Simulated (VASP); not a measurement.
A run of VASP 6.6.1 is set up as follows.

INCAR

```
PREC = Accurate
ENCUT = 520
EDIFF = 1E-6
ISMEAR = -1
SIGMA = 0.05
LREAL = F
LASPH = T
NELM = 120
ALGO = Normal
ISIF = 2
LWAVE = F
LCHARG = F
GGA = PE
IVDW = 12
NBANDS = 60
GGA_COMPAT = F
```

The input KPOINTS:

```
regular mesh
0
Gamma
  1 1 1
```

POSCAR

```
AgH16O8F
1.0
    6.5731380000      0.0000000000      0.0000000000
    0.0000000000      6.5731380000      0.0000000000
    0.0000000000      0.0000000000      6.5731380000
O H Ag F
8 16 1 1
Direct
    0.4382686017      0.1063571159      0.5811531722
    0.8501114688      0.6093436651      0.0784100379
    0.2765193732      0.3610452116      1.0647882336
    0.3574548412      0.6687521242      0.3088174933
    0.9162594791      0.9191500315      0.7388099869
    0.6130253161      1.2217908707      0.9442217705
    1.0412834783      0.1446645423      0.3067484663
    0.6150030625      0.5146552529      0.5735920956
    0.5068355480      0.0530948841      0.4571484731
    0.2971031492      0.0799922351      0.5583786618
    0.7659051126      0.7197323409      0.1373773075
    0.7453061232      0.5138337275      0.0519843034
    0.2037535192      0.4399268660      0.9615194447
    0.4108844208      0.3056987393      0.9908053049
    0.4281212413      0.7589069330      0.2118470660
    0.3152527758      0.5531452405      0.2301184001
    0.8800210797      0.8653705430      0.6052968917
    0.8800058663      0.8109064499      0.8350805962
    0.5842871396      1.1722407167      0.8084114467
    0.6107128741      1.1045561496      1.0382712184
    1.1362153054      0.1893768243      0.1929063409
    0.9317619682      0.0571264440      0.2563463600
    0.5377644589      0.5946474880      0.4563117342
    0.5283169165      0.3990787962      0.5926849550
    0.8801275738      0.3807770353      0.4436845841
    0.6885600150      0.9367367610      0.2248545520
```

Potentials or basis: VASP PAW PBE potentials, release 64 (O, H, Ag, F).

Command:

```bash
$ cat potpaw_PBE.64/O/POTCAR potpaw_PBE.64/H/POTCAR potpaw_PBE.64/Ag/POTCAR potpaw_PBE.64/F/POTCAR > POTCAR
$ mpirun -np 1 vasp_gam > vasp.out
```

(1) Predict the dispersion energy per atom.

(2) What does it give for the largest force?

## Answers

(1) -0.043 eV.

(2) 2.118 eV/Å.

Caveat: the k points lie up to 0.96 Å⁻¹ apart.
